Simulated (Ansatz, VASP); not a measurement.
# One calculation of Ta, two programs

```
CELL_PARAMETERS angstrom
-1.69412 1.69412 1.69412
1.69412 -1.69412 1.69412
1.69412 1.69412 -1.69412
ATOMIC_POSITIONS crystal
Ta 0.00000 0.00000 0.00000
```

Alike in both runs: task relaxation of cell and atoms; functional r2SCAN; k mesh 8 × 8 × 8; occupations gaussian, width 0.1 eV; no spin polarisation.

|  | VASP | Ansatz |
| --- | --- | --- |
| version | VASP 6.6.1 | Ansatz 0.2.0 |
| potentials or method | VASP PAW PBE potentials, release 64 (Ta_pv), cutoff 600 eV | scalar-relativistic, plane waves, PAW |
| valence electrons in the cell | 11 | 13 |

VASP gave:

- gap on the k mesh at the Fermi level, each at its own relaxed structure (eV): none
- relaxed volume (Å³/atom): 17.90
- relaxed cell length with the largest relative difference (Å): 2.855

Estimate Ansatz's values.

gap on the k mesh at the Fermi level, each at its own relaxed structure (eV): none; relaxed volume (Å³/atom): 17.83; relaxed cell length with the largest relative difference (Å): 2.851.

VASP's potentials were made for PBE, not for r2SCAN. A gap of «none» marks a metal or a gap that the smearing closes. VASP's potentials hold 11 valence electrons a cell and Ansatz's 13, so a difference there can come from the potentials and not from the codes.

Spin-orbit coupling is off throughout.
